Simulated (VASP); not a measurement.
A run of VASP 6.6.1 is set up as follows.

INCAR

```
SYSTEM = Cs
ALGO = Normal
EDIFF = 1E-6
ENCUT = 520
GGA = PS
ISIF = 2
ISMEAR = -1
LASPH = .True.
LCHARG = .False.
LREAL = .False.
LWAVE = .False.
NBANDS = 10
NELM = 100
PREC = Accurate
SIGMA = 0.05
```

File KPOINTS:

```
k-points
0
Gamma
  6 6 6
  0 0 0
```

File POSCAR:

```
Cs
1.0
   -3.0658957602      3.0658957602      3.1284650614
    3.0658957602     -3.0658957602      3.1284650614
    3.0658957602      3.0658957602     -3.1284650614
Cs
1
Direct
    0.0000000000      0.0000000000      0.0000000000
```

Potentials or basis: VASP PAW PBE potentials, release 64 (Cs_sv).

Command:

```bash
$ cat potpaw_PBE.64/Cs_sv/POTCAR > POTCAR
$ mpirun -np 1 vasp_std > vasp.out
```

(1) Estimate the band gap on the k mesh.

(2) What does it give for the pressure?

Answers

(1) zero (an odd number of electrons rules out a gap without spin polarisation).

(2) -0.1 GPa.

Caveat: the PAW data sets were made with another functional, which shifts forces and pressure a little; spin-orbit coupling is left out, which moves the levels of the heavy elements.
